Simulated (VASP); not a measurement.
## Re: single point with BLYP+D3(BJ)

Re:

```
Re
1.0
     2.70444    0.00000    0.00000
    -1.35222    2.34211    0.00000
     0.00000    0.00000    4.36719
Re
2
Direct
  0.66667 0.33333 0.75000
  0.33333 0.66667 0.25000
```

```yaml
Program: VASP 6.6.1
Task: single point
Functional: BLYP
Dispersion: D3(BJ)
Potentials_or_basis: VASP PAW PBE potentials, release 64 (Re_sv_GW)
Cutoff: 560 eV
k_mesh: 11 × 11 × 6
Occupations: fermi-dirac, width 0.05 eV
Spin: no spin polarisation
Dipole_correction: no
Further_INCAR_settings: ALGO = Normal; EDIFF = 1e-06; NBANDS = 22
```

* Pressure: 28.4 GPa
* Band gap on the k mesh: zero (bands 15 and 16 overlap by 3.77 eV)
* Dispersion energy per atom: -1.700 eV

Stress tensor (GPa, compression positive):
```
28.60  0.00  0.00
 0.00 28.60  0.00
 0.00  0.00 27.88
```

Levels at points of the mesh, in eV from the Fermi level:
| k point | band 11 | band 12 | band 13 | band 14 | band 15 | band 16 | band 17 | band 18 | band 19 | band 20 |
| --- | --- | --- | --- | --- | --- | --- | --- | --- | --- | --- |
| (0.00, 0.00, 0.00) | -1.83 | -1.83 | -1.83 | -0.92 | -0.92 | 0.08 | 0.08 | 1.10 | 3.54 | 3.54 |
| (0.00, 0.00, 0.50) | -2.54 | -2.54 | -1.97 | -1.97 | -1.97 | -1.97 | 2.67 | 2.67 | 2.67 | 2.67 |

It took 23 s on 1 thread of Intel(R) Xeon(R) 6975P-C (Granite Rapids) (shared host), peak memory 0.19 GiB.

Caveat: the cell stands under pressure; the dispersion term is far too large for a dense solid, which distorts pressure and volume; the PAW data sets were made with another functional, which shifts forces and pressure a little; spin-orbit coupling is left out, which moves the levels of the heavy elements.
